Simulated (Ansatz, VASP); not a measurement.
H3CCl in VASP and in Ansatz

```
C Cl H
1.0
     8.71713    0.00000    0.00000
     0.00000    8.71713    0.00000
     0.00000    0.00000    8.71713
C Cl H
8 8 24
Direct
  0.30406 0.71241 0.04598
  0.70662 0.56877 0.24526
  0.61501 0.96728 0.41548
  0.96517 0.07222 0.91257
  0.57297 0.32938 0.81625
  0.30088 0.43563 0.44271
  0.22980 0.86893 0.45947
  0.78941 0.70659 0.80232
  0.19615 0.68028 0.87365
  0.74131 0.51186 0.43991
  0.76854 0.08979 0.47551
  0.88873 0.02843 0.09829
  0.47850 0.28721 0.99415
  0.19036 0.28003 0.51903
  0.05500 0.76185 0.45091
  0.59906 0.78082 0.77675
  0.28830 0.83196 0.08047
  0.26106 0.63415 0.13444
  0.42497 0.69014 0.02007
  0.79026 0.65740 0.21463
  0.71766 0.46730 0.17213
  0.58959 0.61441 0.23798
  0.64317 0.84806 0.44611
  0.51046 0.00396 0.47628
  0.60038 0.97901 0.29094
  0.02087 0.18485 0.91904
  0.04924 0.98377 0.88311
  0.87135 0.07370 0.82840
  0.55769 0.45157 0.79187
  0.69485 0.30103 0.82826
  0.52080 0.25934 0.72601
  0.36010 0.49271 0.53755
  0.38363 0.38903 0.36063
  0.22111 0.51542 0.38760
  0.23979 0.92049 0.57345
  0.32565 0.78987 0.44024
  0.22689 0.95905 0.37159
  0.87110 0.79497 0.76682
  0.80492 0.67754 0.92362
  0.80089 0.60566 0.72873
```

Alike in both runs: functional PBE; k mesh 1 × 1 × 1; occupations fermi-dirac, width 0.05 eV; no spin polarisation.

Ansatz relaxed the structure, and its values are those at the end. VASP's run is a single point on that final structure, the one shown.

```csv
,VASP,Ansatz
version,VASP 6.6.1,Ansatz 0.2.0
potentials or method,"VASP PAW PBE potentials, release 64 (C_h, Cl, H_h), cutoff 1000 eV","scalar-relativistic, plane waves, PAW"
valence electrons in the cell,112,112
```

|  | VASP | Ansatz | Ansatz less VASP |
| --- | --- | --- | --- |
| gap on the k mesh at the Fermi level (eV) | 5.27 | 5.24 | -0.030 |
| rms of the force components (eV/Å) | 0.063 | 0.060 | -0.0029 |

With one functional, cell and mesh, what is left measures potentials, basis and numerics. Ansatz's warnings: xc potential rough in thin density.
